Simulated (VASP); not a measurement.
# Sn (I4_1/amd) in VASP: a series of runs

Runs on Sn. Level: r2SCAN. Tasks: single point.

Program: VASP 6.6.1. These are calculated values, not measurements. Logs are shortened: lines on timing, memory, paths and dates and some standing lists are left out, and cuts for length are marked.

### 1 The cell of the first run

The structure is tetragonal, space group I4_1/amd (No. 141). Conventional cell: a = 4.206 Å, b = 4.206 Å, c = 7.732 Å, α = 90.00°, β = 90.00°, γ = 90.00°. Within 3.8 Å of Sn (site symmetry -4m2) lie 4 Sn at 2.86 Å.

### 2 Single point, r2SCAN

The input, POSCAR:

```
Sn
1.0
    0.0000000000      2.9738145176      3.8659588728
    2.9738145176      0.0000000000      3.8659588728
    2.9738145176      2.9738145176      0.0000000000
Sn
2
Direct
    0.5000000000      0.5000000000      0.5000000000
    0.7500000000      0.7500000000      0.7500000000
```

The input, INCAR.step1:

```
ALGO     = Normal         # electronic algorithm
EDIFF    = 1E-4           # SCF threshold, eV
ENCUT    = 520            # plane-wave cutoff, eV
GGA      = PE             # functional
ISMEAR   = 0              # smearing method
LASPH    = True           # aspherical terms in the spheres
LCHARG   = False          # write CHGCAR
LREAL    = False          # projectors in reciprocal space
LWAVE    = True           # write WAVECAR
NBANDS   = 21             # bands
NELM     = 80             # most SCF steps
PREC     = Accurate       # precision mode
SIGMA    = 0.15           # smearing width, eV
```

The input, INCAR.step2:

```
ALGO     = Normal         # electronic algorithm
EDIFF    = 1E-7           # SCF threshold, eV
ENCUT    = 520            # plane-wave cutoff, eV
ISIF     = 2              # what is computed and relaxed
ISMEAR   = 0              # smearing method
ISTART   = 1            
LASPH    = True           # aspherical terms in the spheres
LCHARG   = False          # write CHGCAR
LMIXTAU  = True         
LREAL    = False          # projectors in reciprocal space
LWAVE    = False          # write WAVECAR
METAGGA  = R2SCAN         # meta-GGA
NBANDS   = 21             # bands
NELM     = 80             # most SCF steps
PREC     = Accurate       # precision mode
SIGMA    = 0.15           # smearing width, eV
```

The input, KPOINTS:

```
k-points
0
Gamma
  10 10 10
```

Potentials or basis: VASP PAW PBE potentials, release 64 (Sn_d).

Launch:

```
$ cat potpaw_PBE.64/Sn_d/POTCAR > POTCAR
$ cp INCAR.step1 INCAR
$ mpirun -np 1 vasp_std > vasp.out
$ cp INCAR.step2 INCAR
$ mpirun -np 1 vasp_std > vasp.out
```

OUTCAR:

```text
EDIFF = 1E-7
   ENCUT = 520
   ISIF = 2
   ISMEAR = 0
   ISTART = 1
   LASPH = True
   LREAL = False
   METAGGA = R2SCAN
   NELM = 80
   PREC = Accurate

 ion  position               nearest neighbor table
   1  0.500  0.500  0.500-   2 2.86   2 2.86   2 2.86   2 2.86
   2  0.750  0.750  0.750-   1 2.86   1 2.86   1 2.86   1 2.86

  LATTYP: Found a body centered tetragonal cell.
 ALAT       =     4.2056088228
 C/A-ratio  =     1.8384776310

  Lattice vectors:

 A1 = (  -2.9738145176,   0.0000000000,   3.8659588728)
 A2 = (   2.9738145176,   0.0000000000,   3.8659588728)
 A3 = (   0.0000000000,   2.9738145176,  -3.8659588728)

Analysis of symmetry for initial positions (statically):
=====================================================================
 Subroutine PRICEL returns:
 Original cell was already a primitive cell.

 Routine SETGRP: Setting up the symmetry group for a
 body centered tetragonal supercell.

 Subroutine GETGRP returns: Found 16 space group operations
 (whereof  8 operations were pure point group operations)
 out of a pool of 16 trial point group operations.

The static configuration has the point symmetry D_2d.
 The point group associated with its full space group is D_4h.

Analysis of symmetry for dynamics (positions and initial velocities):
=====================================================================
 Subroutine PRICEL returns:
 Original cell was already a primitive cell.

 Routine SETGRP: Setting up the symmetry group for a
 body centered tetragonal supercell.

 Subroutine GETGRP returns: Found 16 space group operations
 (whereof  8 operations were pure point group operations)
 out of a pool of 16 trial point group operations.

The dynamic configuration has the point symmetry D_2d.
 The point group associated with its full space group is D_4h.

 Subroutine INISYM returns: Found 16 space group operations
 (whereof  8 operations are pure point group operations),
 and found     1 'primitive' translations

----------------------------------------------------------------------------------------

                                     Primitive cell

  volume of cell :      68.3778

  direct lattice vectors                    reciprocal lattice vectors
[... 80 lines left out ...]
   ICHARG =      0    charge: 1-file 2-atom 10-const
   ISPIN  =      1    spin polarized calculation?
   LNONCOLLINEAR =      F non collinear calculations
   LSORBIT =      F    spin-orbit coupling
   LASPH  =      T    aspherical Exc in radial PAW
   ENCUT  =  520.0 eV  38.22 Ry    6.18 a.u.   9.07  9.07  7.82*2*pi/ulx,y,z
   NELM   =     80;   NELMIN=  2; NELMDL=  0     # of ELM steps
   EDIFF  = 0.1E-06   stopping-criterion for ELM
   LREAL  =      F    real-space projection
   EDIFFG = 0.1E-05   stopping-criterion for IOM
   NSW    =      0    number of steps for IOM
   IBRION =     -1    ionic relax: 0-MD 1-quasi-New 2-CG
   NFREE  =      0    steps in history (QN), initial steepest desc. (CG)
   ISIF   =      2    stress and relaxation
   ISYM   =      2    0-nonsym 1-usesym 2-fastsym
   POTIM  = 0.5000    time-step for ionic-motion
   TEBEG  =    0.0;   TEEND  =   0.0 temperature during run
   PSTRESS=    0.0 pullay stress
   NELECT =      28.0000    total number of electrons
   NUPDOWN=      -1.0000    fix difference up-down
   EMIN   =  10.00;   EMAX   =-10.00  energy-range for DOS
   EFERMI =   0.00;   METHOD = LEGACY
   ISMEAR =     0;   SIGMA  =   0.15  broadening in eV -4-tet -1-fermi 0-gaus
   EFERMI_NEDOS =   21; number of points for ismear=-14 and -15
   IALGO  =     38    algorithm
   IMIX   =      4    mixing-type and parameters
     AMIX     =   0.40;   BMIX     =  1.00
     AMIX_MAG =   1.60;   BMIX_MAG =  1.00
  volume/ion in A,a.u.               =      34.19       230.72
  Fermi-wavevector in a.u.,A,eV,Ry     =   1.215689  2.297319 20.108049  1.477900
  Thomas-Fermi vector in A             =   2.351068
   LORBIT       =      0    0 simple, 1 ext, 2 COOP (PROOUT), +10 PAW based schemes
   METAGGA = R2SCAN    functional components
   LHFCALC =     F    Hartree Fock is set to
   AEXX    =    0.0000 exact exchange contribution
   IVDW    =     0    specifies the selected vdW correction
   LEPSILON=     F    determine dielectric tensor
   LRPA    =     F    only Hartree local field effects (RPA)
 non-spin polarized calculation
 Gauss-broadening in eV      SIGMA  =   0.15
  energy-cutoff  :      520.00
  volume of cell :       68.38
 maximum number of plane-waves:      1862
   NGX = 19   NGY = 19   NGZ = 15

 number of electron      28.0000006 magnetization

 Free energy of the ion-electron system (eV)
  ---------------------------------------------------
  ext. energy  EPLUGINS =         0.00000000
  ---------------------------------------------------
  free energy    TOTEN  =       -49.07908162 eV

  energy without entropy =      -49.07073384  energy(sigma->0) =      -49.07490773

 E-fermi :   5.7493     XC(G=0):  -9.6446

 val. band max:        5.7486269242   @ k =   0.5000  -0.0000   0.1000
 cond. band min:       5.7503435622   @ k =  -0.4000   0.0000   0.1000
 fundamental gap:      0.0017166380
 Fermi energy:         5.7493262099

 k-point     1 :       0.0000    0.0000    0.0000
  band No.  band energies     occupation
      1     -16.8039      2.00000
      2     -16.8039      2.00000
      3     -16.7318      2.00000
      4     -16.7263      2.00000
      5     -16.7070      2.00000
      6     -16.5371      2.00000
[... 565 lines left out ...]
     20      14.2158      0.00000
     21      16.3708      0.00000

 [... further k-points ...]

------------------------ aborting loop because EDIFF is reached ----------------------------------------

  FORCE on cell =-STRESS in cart. coord.  units (eV):
  Direction    XX          YY          ZZ          XY          YZ          ZX
  --------------------------------------------------------------------------------------
  -------------------------------------------------------------------------------------
  Total        2.0169895      2.0169895     -2.3136962      0.0000000     -0.0000000     -0.0000000
  in kB       47.2606008     47.2606008    -54.2128132      0.0000000     -0.0000000     -0.0000000
  external PRESSURE =      13.4361295 kB  Pullay stress =       0.0000000 kB

 VOLUME and BASIS-vectors are now :
 -----------------------------------------------------------------------------
  energy-cutoff  :      520.00
  volume of cell :       68.38
      direct lattice vectors                 reciprocal lattice vectors
     0.000000000  2.973814518  3.865958873    -0.168134225  0.168134225  0.129334019
     2.973814518  0.000000000  3.865958873     0.168134225 -0.168134225  0.129334019
     2.973814518  2.973814518  0.000000000     0.168134225  0.168134225 -0.129334019

 POSITION                                       TOTAL-FORCE (eV/Angst)
 -----------------------------------------------------------------------------------
      2.97381      2.97381      3.86596        -0.000000     -0.000000     -0.000000
      4.46072      4.46072      5.79894         0.000000      0.000000      0.000000
 -----------------------------------------------------------------------------------
    total drift:                                0.000000      0.000000      0.000000

  FREE ENERGIE OF THE ION-ELECTRON SYSTEM (eV)
  ---------------------------------------------------
  free  energy   TOTEN  =       -49.0790816239 eV

  energy  without entropy=      -49.0707338406  energy(sigma->0) =      -49.07490773
```

OUTCAR.step1:

```text
EDIFF = 1E-4
   ENCUT = 520
   GGA = PE
   ISMEAR = 0
   LASPH = True
[... 799 lines left out ...]
 -----------------------------------------------------------------------------------
      2.97381      2.97381      3.86596         0.000000      0.000000      0.000000
      4.46072      4.46072      5.79894        -0.000000     -0.000000     -0.000000
 -----------------------------------------------------------------------------------
    total drift:                                0.000000      0.000000      0.000000

  FREE ENERGIE OF THE ION-ELECTRON SYSTEM (eV)
  ---------------------------------------------------
  free  energy   TOTEN  =        -7.3187513455 eV

  energy  without entropy=       -7.3078558053  energy(sigma->0) =       -7.31330358
```

OSZICAR.step1:

```text
N       E                     dE             d eps       ncg     rms          rms(c)
DAV:   1     0.228830158610E+03    0.22883E+03   -0.14891E+04  4387   0.195E+03
DAV:   2     0.177932512395E+02   -0.21104E+03   -0.20678E+03  4309   0.450E+02
DAV:   3    -0.656845503282E+01   -0.24362E+02   -0.24191E+02  5079   0.140E+02
DAV:   4    -0.734916503216E+01   -0.78071E+00   -0.78030E+00  4789   0.283E+01
DAV:   5    -0.737595903162E+01   -0.26794E-01   -0.26793E-01  6135   0.512E+00    0.290E+00
DAV:   6    -0.733639127020E+01    0.39568E-01   -0.27024E-02  5733   0.207E+00    0.168E+00
DAV:   7    -0.731724256450E+01    0.19149E-01   -0.40473E-02  4737   0.223E+00    0.142E-01
DAV:   8    -0.731852061962E+01   -0.12781E-02   -0.68693E-03  4799   0.978E-01    0.567E-02
DAV:   9    -0.731873752321E+01   -0.21690E-03   -0.28667E-04  3923   0.146E-01    0.172E-02
DAV:  10    -0.731875134550E+01   -0.13822E-04   -0.58824E-05  3185   0.873E-02
   1 F= -.73187513E+01 E0= -.73133036E+01  d E =-.108955E-01
```

It took 10 min on 1 thread of Intel Xeon 8259CL, shared host; peak memory 0.28 GiB.

Results:

| Item | Value |
| --- | --- |
| Free energy | -49.0791 eV |
| Pressure | 1.3 GPa |
| Band gap on the k mesh | zero (bands 14 and 15 overlap by 0.81 eV) |

Stress tensor (GPa, compression positive):
```
 4.73  0.00  0.00
 0.00  4.73  0.00
 0.00  0.00 -5.42
```

Levels at points of the mesh, in eV from the Fermi level:
| k point | band 12 | band 13 | band 14 | band 15 | band 16 | band 17 |
| --- | --- | --- | --- | --- | --- | --- |
| (0.00, 0.00, 0.00) | -1.67 | -1.26 | 0.63 | 0.63 | 1.96 | 1.96 |
| (0.50, 0.00, 0.00) | -6.70 | -2.38 | -0.85 | -0.18 | 3.69 | 3.84 |
| (0.50, 0.50, 0.00) | -8.61 | -1.63 | -1.63 | 2.11 | 2.11 | 7.40 |
| (0.50, 0.00, 0.50) | -7.55 | -3.10 | -3.10 | 0.23 | 0.23 | 6.05 |

Caveat: the PAW data sets were made with another functional, which shifts forces and pressure a little; spin-orbit coupling is left out, which moves the levels of the heavy elements.

(Part 1 of 2 ends here.)
